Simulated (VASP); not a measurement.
Input of a VASP 6.6.1 run:

INCAR

```
SYSTEM = PbO2
  PREC = Accurate
  ENCUT = 600
  EDIFF = 1E-6
  ISMEAR = -1
  SIGMA = 0.05
  LREAL = .False.
  LASPH = .True.
  NELM = 100
  ALGO = Normal
  ISIF = 3
  LWAVE = .False.
  LCHARG = .False.
  GGA = PS
  IVDW = 12
  IBRION = 2
  NSW = 60
  EDIFFG = -0.01
```

KPOINTS

```
regular mesh
0
Gamma
  6 6 8
  0 0 0
```

POSCAR

```
PbO2
1.0
    4.9949598700      0.0000000000      0.0000000000
    0.0000000000      4.9949598700      0.0000000000
    0.0000000000      0.0000000000      3.4090009600
Pb O
2 4
Direct
    0.5000000000      0.5000000000      0.5000000000
    0.0000000000      0.0000000000      0.0000000000
    0.6925710400      0.6925710400      0.0000000000
    0.8074289600      0.1925710400      0.5000000000
    0.1925710400      0.8074289600      0.5000000000
    0.3074289600      0.3074289600      0.0000000000
```

Potentials or basis: VASP PAW PBE potentials, release 64 (Pb_d, O).

Run with:

```sh
$ cat potpaw_PBE.64/Pb_d/POTCAR potpaw_PBE.64/O/POTCAR > POTCAR
$ mpirun -np 1 vasp_std > vasp.out
```

(1) Predict the band gap on the k mesh.

(2) Estimate the relaxed volume.

(3) Estimate the space group after relaxing (to 0.1 Å).

(4) Predict the relaxed cell.

Answers

(1) 0.10 eV (least direct gap 0.13 eV).

(2) 13.97 Å³/atom.

(3) P4_2/mnm (No. 136).

(4) a = 4.961 Å, b = 4.961 Å, c = 3.407 Å, α = 90.00°, β = 90.00°, γ = 90.00°.

Caveat: the PAW data sets were made with another functional, which shifts forces and pressure a little; spin-orbit coupling is left out, which moves the levels of the heavy elements.
